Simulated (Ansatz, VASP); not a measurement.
**AlNi in VASP and in Ansatz**

```
CELL_PARAMETERS angstrom
2.88100 0.00000 0.00000
0.00000 2.88100 0.00000
0.00000 0.00000 2.88100
ATOMIC_POSITIONS crystal
Al 0.00000 0.00000 0.00000
Ni 0.50000 0.50000 0.50000
```

Alike in both runs: task relaxation of cell and atoms; functional PBE; k mesh 16 × 16 × 16; occupations methfessel-paxton of order 1, width 0.1 eV; no spin polarisation.

```csv
,VASP,Ansatz
version,VASP 6.6.1,Ansatz 0.2.0
potentials or method,"VASP PAW PBE potentials, release 64 (Al, Ni)","scalar-relativistic, plane waves, PAW"
plane-wave cutoff (eV),600,420
valence electrons in the cell,13,21
```

|  | VASP | Ansatz | Ansatz less VASP |
| --- | --- | --- | --- |
| gap on the k mesh at the Fermi level, each at its own relaxed structure (eV) | none | none | - |
| relaxed volume (Å³/atom) | 12.10 | 12.10 | +0.001 |
| relaxed length of the cell vector where the two differ most in proportion (Å) | 2.893 | 2.893 | 0.0000 |

A gap of «none» marks a metal or a gap that the smearing closes. VASP's potentials hold 13 valence electrons a cell and Ansatz's 21, so a difference there can come from the potentials and not from the codes.
